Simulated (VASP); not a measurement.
# Fe (Im-3m) in VASP: a series of runs

Runs on Fe. Level: r2SCAN. Tasks: single point.

All numbers are computed with VASP 6.6.1; they aren't measurements. Logs are shortened: lines on timing, memory, paths and dates and some standing lists are left out, and cuts for length are marked.

## (1) The cell of the first run

The structure is cubic, space group Im-3m (No. 229). The conventional cell has a = 2.730 Å, b = 2.730 Å, c = 2.730 Å, α = 90.00°, β = 90.00°, γ = 90.00°. Within 3.1 Å of Fe (site symmetry m-3m) lie 14 Fe at 2.36 to 2.73 Å.

## (2) Single point, r2SCAN

POSCAR

```
Fe
1.0
   -1.3650158294      1.3650158294      1.3650158294
    1.3650158294     -1.3650158294      1.3650158294
    1.3650158294      1.3650158294     -1.3650158294
Fe
1
Direct
    0.0000000000      0.0000000000      0.0000000000
```

INCAR.step1

```
PREC = Accurate ; ENCUT = 660
ISMEAR = -1 ; SIGMA = 0.1
LREAL = False ; LASPH = True
NELM = 120 ; NBANDS = 10
GGA = PE ; ALGO = Normal
EDIFF = 1E-5 ; LWAVE = True
LCHARG = False ; GGA_COMPAT = False
```

INCAR.step2

```
PREC = Accurate ; ENCUT = 660
EDIFF = 1E-6 ; ISMEAR = -1
SIGMA = 0.1 ; LREAL = False
LASPH = True ; NELM = 120
ALGO = Normal ; ISIF = 2
LWAVE = False ; LCHARG = False
METAGGA = R2SCAN ; LMIXTAU = True
NBANDS = 10 ; ISTART = 1
GGA_COMPAT = False
```

KPOINTS

```
regular mesh
0
Gamma
  10 10 10
```

Potentials or basis: VASP PAW PBE potentials, release 64 (Fe).

The run is started by

```sh
cat potpaw_PBE.64/Fe/POTCAR > POTCAR
cp INCAR.step1 INCAR
mpirun -np 1 vasp_std > vasp.out
cp INCAR.step2 INCAR
mpirun -np 1 vasp_std > vasp.out
```

OUTCAR:

```text
PREC = Accurate
   ENCUT = 660
   EDIFF = 1E-6
   ISMEAR = -1
   LREAL = False
   LASPH = True
   NELM = 120
   ISIF = 2
   METAGGA = R2SCAN
   ISTART = 1

 ion  position               nearest neighbor table
   1  0.000  0.000  0.000-

  LATTYP: Found a body centered cubic cell.
 ALAT       =     2.7300316588

  Lattice vectors:

 A1 = (  -1.3650158294,   1.3650158294,   1.3650158294)
 A2 = (   1.3650158294,  -1.3650158294,   1.3650158294)
 A3 = (   1.3650158294,   1.3650158294,  -1.3650158294)

Analysis of symmetry for initial positions (statically):
=====================================================================
 Subroutine PRICEL returns:
 Original cell was already a primitive cell.

 Routine SETGRP: Setting up the symmetry group for a
 body centered cubic supercell.

 Subroutine GETGRP returns: Found 48 space group operations
 (whereof 48 operations were pure point group operations)
 out of a pool of 48 trial point group operations.

The static configuration has the point symmetry O_h .

Analysis of symmetry for dynamics (positions and initial velocities):
=====================================================================
 Subroutine PRICEL returns:
 Original cell was already a primitive cell.

 Routine SETGRP: Setting up the symmetry group for a
 body centered cubic supercell.

 Subroutine GETGRP returns: Found 48 space group operations
 (whereof 48 operations were pure point group operations)
 out of a pool of 48 trial point group operations.

The dynamic configuration has the point symmetry O_h .

 Subroutine INISYM returns: Found 48 space group operations
 (whereof 48 operations are pure point group operations),
 and found     1 'primitive' translations

----------------------------------------------------------------------------------------

                                     Primitive cell

  volume of cell :      10.1736

  direct lattice vectors                    reciprocal lattice vectors
    -1.365015829  1.365015829  1.365015829     0.000000000  0.366296118  0.366296118
     1.365015829 -1.365015829  1.365015829     0.366296118  0.000000000  0.366296118
     1.365015829  1.365015829 -1.365015829     0.366296118  0.366296118  0.000000000

  length of vectors
     2.364276770  2.364276770  2.364276770     0.518020939  0.518020939  0.518020939

  position of ions in fractional coordinates (direct lattice)
     0.000000000  0.000000000  0.000000000

  ion indices of the primitive-cell ions
   primitive index   ion index
                 1           1

----------------------------------------------------------------------------------------

 KPOINTS: regular mesh

Automatic generation of k-mesh.
 Grid dimensions read from file:
 generate k-points for:   10   10   10

 Generating k-lattice:

  Cartesian coordinates                     Fractional coordinates (reciprocal lattice)
     0.000000000  0.036629612  0.036629612     0.100000000  0.000000000  0.000000000
     0.036629612  0.000000000  0.036629612     0.000000000  0.100000000  0.000000000
     0.036629612  0.036629612  0.000000000     0.000000000  0.000000000  0.100000000

  Length of vectors
     0.051802094  0.051802094  0.051802094

  Shift w.r.t. Gamma in fractional coordinates (k-lattice)
     0.000000000  0.000000000  0.000000000

 Subroutine IBZKPT returns following result:
 ===========================================

 Found     47 irreducible k-points:

 Following reciprocal coordinates:
            Coordinates               Weight
  0.000000  0.000000  0.000000      1.000000
  0.100000  0.000000  0.000000     12.000000
  0.200000  0.000000  0.000000     12.000000
  0.300000  0.000000  0.000000     12.000000
  0.400000  0.000000  0.000000     12.000000
  0.500000  0.000000  0.000000      6.000000
[... 16 lines left out ...]
  0.300000  0.300000  0.100000      8.000000
 -0.300000  0.300000  0.100000     24.000000
 [... further k-points ...]
   k-points           NKPTS =     47   k-points in BZ     NKDIM =     47   number of bands    NBANDS=     10
   number of dos      NEDOS =    301   number of ions     NIONS =      1
   total plane-waves  NPLWV =   8000
   dimension x,y,z NGX =    20 NGY =   20 NGZ =   20
   dimension x,y,z NGXF=    40 NGYF=   40 NGZF=   40
   ions per type =               1
   NGX,Y,Z   is equivalent  to a cutoff of  14.06, 14.06, 14.06 a.u.
   NGXF,Y,Z  is equivalent  to a cutoff of  28.13, 28.13, 28.13 a.u.
 SYSTEM =  unknown system
   PREC   = accura    normal or accurate (medium, high low for compatibility)
   ISTART =      1    job   : 0-new  1-cont  2-samecut
   ICHARG =      0    charge: 1-file 2-atom 10-const
   ISPIN  =      1    spin polarized calculation?
   LNONCOLLINEAR =      F non collinear calculations
   LSORBIT =      F    spin-orbit coupling
   LASPH  =      T    aspherical Exc in radial PAW
   ENCUT  =  660.0 eV  48.51 Ry    6.96 a.u.   4.95  4.95  4.95*2*pi/ulx,y,z
   NELM   =    120;   NELMIN=  2; NELMDL=  0     # of ELM steps
   EDIFF  = 0.1E-05   stopping-criterion for ELM
   LREAL  =      F    real-space projection
   EDIFFG = 0.1E-04   stopping-criterion for IOM
   NSW    =      0    number of steps for IOM
   IBRION =     -1    ionic relax: 0-MD 1-quasi-New 2-CG
   NFREE  =      0    steps in history (QN), initial steepest desc. (CG)
   ISIF   =      2    stress and relaxation
   ISYM   =      2    0-nonsym 1-usesym 2-fastsym
   POTIM  = 0.5000    time-step for ionic-motion
   TEBEG  =    0.0;   TEEND  =   0.0 temperature during run
   PSTRESS=    0.0 pullay stress
   NELECT =       8.0000    total number of electrons
   NUPDOWN=      -1.0000    fix difference up-down
   EMIN   =  10.00;   EMAX   =-10.00  energy-range for DOS
   EFERMI =   0.00;   METHOD = LEGACY
   ISMEAR =    -1;   SIGMA  =   0.10  broadening in eV -4-tet -1-fermi 0-gaus
   EFERMI_NEDOS =   21; number of points for ismear=-14 and -15
   IALGO  =     38    algorithm
   IMIX   =      4    mixing-type and parameters
     AMIX     =   0.40;   BMIX     =  1.00
     AMIX_MAG =   1.60;   BMIX_MAG =  1.00
  volume/ion in A,a.u.               =      10.17        68.65
  Fermi-wavevector in a.u.,A,eV,Ry     =   1.511056  2.855481 31.066038  2.283289
  Thomas-Fermi vector in A             =   2.621164
   LORBIT       =      0    0 simple, 1 ext, 2 COOP (PROOUT), +10 PAW based schemes
   METAGGA = R2SCAN    functional components
   LHFCALC =     F    Hartree Fock is set to
   AEXX    =    0.0000 exact exchange contribution
   IVDW    =     0    specifies the selected vdW correction
   LEPSILON=     F    determine dielectric tensor
   LRPA    =     F    only Hartree local field effects (RPA)
 non-spin polarized calculation
  energy-cutoff  :      660.00
  volume of cell :       10.17
 maximum number of plane-waves:       402
   NGX =  9   NGY =  9   NGZ =  9

 number of electron       7.9999999 magnetization

 Free energy of the ion-electron system (eV)
  ---------------------------------------------------
  ext. energy  EPLUGINS =         0.00000000
  ---------------------------------------------------
  free energy    TOTEN  =       -13.34831361 eV

  energy without entropy =      -13.25683021  energy(sigma->0) =      -13.30257191

 E-fermi :   6.9676     XC(G=0): -15.0351

 val. band max:        6.9500275041   @ k =  -0.3000   0.3000   0.1000
 cond. band min:       6.9797644793   @ k =   0.0000   0.0000   0.0000
 fundamental gap:      0.0297369752
 Fermi energy:         6.9676004029

 k-point     1 :       0.0000    0.0000    0.0000
  band No.  band energies     occupation
      1      -2.6297      2.00000
      2       4.9564      2.00000
      3       4.9564      2.00000
      4       4.9564      2.00000
      5       6.9798      0.93925
      6       6.9798      0.93925
      7      34.1410      0.00000
      8      34.1410      0.00000
      9      34.1410      0.00000
     10      40.2253      0.00000

 k-point     2 :       0.1000    0.0000    0.0000
  band No.  band energies     occupation
      1      -2.1614      2.00000
      2       4.8103      2.00000
      3       4.9314      2.00000
      4       5.2304      2.00000
      5       6.8368      1.57443
      6       6.9924      0.87667
      7      31.7657      0.00000
      8      33.5082      0.00000
      9      33.9605      0.00000
     10      39.5799      0.00000

 k-point     3 :       0.2000    0.0000    0.0000
  band No.  band energies     occupation
      1      -0.8702      2.00000
      2       4.4397      2.00000
      3       4.7912      2.00000
      4       5.9855      1.99989
      5       6.6544      1.91639
      6       7.0386      0.65931
      7      27.2837      0.00000
      8      31.5132      0.00000
      9      33.6095      0.00000
     10      36.4983      0.00000

 k-point     4 :       0.3000    0.0000    0.0000
  band No.  band energies     occupation
      1       0.7298      2.00000
      2       4.0035      2.00000
      3       4.8425      2.00000
      4       6.7165      1.84979
      5       7.0110      0.78636
      6       7.1231      0.34866
      7      22.4493      0.00000
      8      29.2795      0.00000
      9      33.3141      0.00000
     10      33.3696      0.00000
[... 222 lines left out ...]
 k-point    22 :      -0.2000    0.2000    0.1000
  band No.  band energies     occupation
      1      -0.4605      2.00000
      2       4.6887      2.00000
      3       4.8633      2.00000
      4       5.9153      1.99995
      5       6.1100      1.99962
      6       7.3369      0.04858
      7      27.4600      0.00000
      8      30.7767      0.00000
      9      31.5896      0.00000
     10      35.6805      0.00000

 k-point    23 :       0.3000    0.3000    0.1000
  band No.  band energies     occupation
      1       3.0806      2.00000
      2       3.8653      2.00000
      3       3.8653      2.00000
      4       7.2316      0.13315
      5       7.2317      0.13315
      6      15.3417      0.00000
      7      15.3417      0.00000
      8      18.4604      0.00000
      9      24.1786      0.00000
     10      43.0121      0.00000

 k-point    24 :      -0.3000    0.3000    0.1000
  band No.  band energies     occupation
      1       1.0766      2.00000
      2       4.2900      2.00000
      3       4.6427      2.00000
      4       6.2890      1.99774
      5       6.9500      1.08764
      6       7.5759      0.00455
      7      22.7502      0.00000
      8      28.7336      0.00000
      9      29.7990      0.00000
     10      36.7358      0.00000

 [... further k-points ...]
[... 5 lines left out ...]
  --------------------------------------------------------------------------------------
  -------------------------------------------------------------------------------------
  Total        0.0420116      0.0420116      0.0420116     -0.0000000      0.0000000     -0.0000000
  in kB        6.6161746      6.6161746      6.6161746     -0.0000000      0.0000000     -0.0000000
  external PRESSURE =       6.6161746 kB  Pullay stress =       0.0000000 kB

 VOLUME and BASIS-vectors are now :
 -----------------------------------------------------------------------------
  energy-cutoff  :      660.00
  volume of cell :       10.17
      direct lattice vectors                 reciprocal lattice vectors
    -1.365015829  1.365015829  1.365015829     0.000000000  0.366296118  0.366296118
     1.365015829 -1.365015829  1.365015829     0.366296118  0.000000000  0.366296118
     1.365015829  1.365015829 -1.365015829     0.366296118  0.366296118  0.000000000

 POSITION                                       TOTAL-FORCE (eV/Angst)
 -----------------------------------------------------------------------------------
      0.00000      0.00000      0.00000         0.000000     -0.000000      0.000000
 -----------------------------------------------------------------------------------
    total drift:                                0.000000     -0.000000      0.000000

  FREE ENERGIE OF THE ION-ELECTRON SYSTEM (eV)
  ---------------------------------------------------
  free  energy   TOTEN  =       -13.3483136076 eV

  energy  without entropy=      -13.2568302123  energy(sigma->0) =      -13.30257191
```

It took 16 s on 1 thread of Intel Xeon Platinum 8559C (Emerald Rapids), shared host; peak memory 0.13 GiB.

Results:

```
Free energy            : -13.3483 eV
Pressure               : 0.7 GPa
Band gap on the k mesh : zero (band 4 reaches 7.99 eV, above the bottom of band 5 at 5.97 eV)
```

Levels at points of the mesh, in eV from the Fermi level:
```tsv
k point	band 2	band 3	band 4	band 5	band 6	band 7
(0.00, 0.00, 0.00)	-2.01	-2.01	-2.01	0.01	0.01	27.17
(0.50, 0.00, 0.00)	-3.43	-0.05	0.29	0.36	1.36	9.17
(0.50, 0.50, 0.50)	-5.06	1.02	1.02	1.02	11.31	11.31
```

Caveat: the PAW data sets were made with another functional, which shifts forces and pressure a little; the run has no spin polarisation, though such a crystal can be magnetic.

## (3) Single point, r2SCAN

POSCAR is that of step 2.

INCAR.step1

```
ALGO = Normal ; EDIFF = 1E-5
ENCUT = 660 ; GGA = PE
GGA_COMPAT = F ; ISMEAR = -1
LASPH = T ; LCHARG = F
LREAL = F ; LWAVE = T
NBANDS = 10 ; NELM = 120
PREC = Accurate ; SIGMA = 0.1
```

INCAR.step2

```
ALGO = Normal ; EDIFF = 1E-6
ENCUT = 660 ; GGA_COMPAT = F
ISIF = 2 ; ISMEAR = -1
ISTART = 1 ; LASPH = T
LCHARG = F ; LMIXTAU = T
LREAL = F ; LWAVE = F
METAGGA = R2SCAN ; NBANDS = 10
NELM = 120 ; PREC = Accurate
SIGMA = 0.1
```

KPOINTS

```
k-points
0
Gamma
  13 13 13
```

Potentials or basis: VASP PAW PBE potentials, release 64 (Fe).

The run is started by

```sh
cat potpaw_PBE.64/Fe/POTCAR > POTCAR
cp INCAR.step1 INCAR
mpirun -np 1 vasp_std > vasp.out
cp INCAR.step2 INCAR
mpirun -np 1 vasp_std > vasp.out
```

Wall time 22 s (1 thread of Intel Xeon Platinum 8559C (Emerald Rapids), shared host); peak memory 0.13 GiB.

The run converged. Its results:

* Free energy: -13.3455 eV
* Pressure: 0.7 GPa
* Band gap on the k mesh: zero (band 4 reaches 7.87 eV, above the bottom of band 5 at 5.84 eV)

Levels at points of the mesh, in eV from the Fermi level:
| k point | band 1 | band 2 | band 3 | band 4 | band 5 | band 6 | band 7 | band 8 | band 9 |
| --- | --- | --- | --- | --- | --- | --- | --- | --- | --- |
| (0.00, 0.00, 0.00) | -9.60 | -2.01 | -2.01 | -2.01 | 0.00 | 0.00 | 27.17 | 27.17 | 27.17 |

Caveat: the PAW data sets were made with another functional, which shifts forces and pressure a little; the run has no spin polarisation, though such a crystal can be magnetic. Spin polarisation is off, so any magnetic state and its effect on volume and gap are missing.

## (4) Single point, r2SCAN

POSCAR is that of step 3.

INCAR.step1

```
PREC     = Accurate       # precision mode
ENCUT    = 660            # plane-wave cutoff, eV
ISMEAR   = -1             # smearing method
SIGMA    = 0.1            # smearing width, eV
LREAL    = False          # projectors in reciprocal space
LASPH    = True           # aspherical terms in the spheres
NELM     = 120            # most SCF steps
NBANDS   = 10             # bands
GGA      = PE             # functional
ALGO     = Normal         # electronic algorithm
EDIFF    = 1E-5           # SCF threshold, eV
LWAVE    = True           # write WAVECAR
LCHARG   = False          # write CHGCAR
GGA_COMPAT= False
```

INCAR.step2

```
PREC     = Accurate       # precision mode
ENCUT    = 660            # plane-wave cutoff, eV
EDIFF    = 1E-6           # SCF threshold, eV
ISMEAR   = -1             # smearing method
SIGMA    = 0.1            # smearing width, eV
LREAL    = False          # projectors in reciprocal space
LASPH    = True           # aspherical terms in the spheres
NELM     = 120            # most SCF steps
ALGO     = Normal         # electronic algorithm
ISIF     = 2              # what is computed and relaxed
LWAVE    = False          # write WAVECAR
LCHARG   = False          # write CHGCAR
METAGGA  = R2SCAN         # meta-GGA
LMIXTAU  = True         
NBANDS   = 10             # bands
ISTART   = 1            
GGA_COMPAT= False
```

KPOINTS

```
Automatic mesh
0
Gamma
  16 16 16
```

The run is started by

```sh
cat potpaw_PBE.64/Fe/POTCAR > POTCAR
cp INCAR.step1 INCAR
mpirun -np 1 vasp_std > vasp.out
cp INCAR.step2 INCAR
mpirun -np 1 vasp_std > vasp.out
```

Wall time 35 s (1 thread of Intel Xeon Platinum 8559C (Emerald Rapids), shared host); peak memory 0.14 GiB.

Results (log left out):

| Property | Result |
| --- | --- |
| Free energy | -13.3456 eV |
| Pressure | 0.6 GPa |
| Band gap on the k mesh | zero (band 4 reaches 7.98 eV, above the bottom of band 5 at 5.86 eV) |

Levels at points of the mesh, in eV from the Fermi level:
```
           k point  band 2  band 3  band 4  band 5  band 6  band 7
(0.00, 0.00, 0.00)   -2.01   -2.01   -2.01    0.00    0.00   27.17
(0.50, 0.00, 0.00)   -3.43   -0.06    0.28    0.36    1.36    9.17
(0.50, 0.50, 0.50)   -5.06    1.02    1.02    1.02   11.31   11.31
```

Caveat: the PAW data sets were made with another functional, which shifts forces and pressure a little; the run has no spin polarisation, though such a crystal can be magnetic.

## (5) Summary

| k mesh | gap on the mesh (eV) | pressure (GPa) |
| --- | --- | --- |
| 10 × 10 × 10 | none | 0.7 |
| 13 × 13 × 13 | none | 0.7 |
| 16 × 16 × 16 | none | 0.6 |

Alike in all rows: task single point; level r2SCAN; potentials or basis VASP PAW PBE potentials, release 64 (Fe); no spin polarisation; cell as given; cutoff (eV) 660; smearing fermi-dirac 0.1 eV.

Every run on the cell as given and a fine mesh finds a metal.

Caveats: the PAW data sets were made with another functional, which shifts forces and pressure a little; the run has no spin polarisation, though such a crystal can be magnetic.

Absolute energies hang on the potentials; compare differences alone.
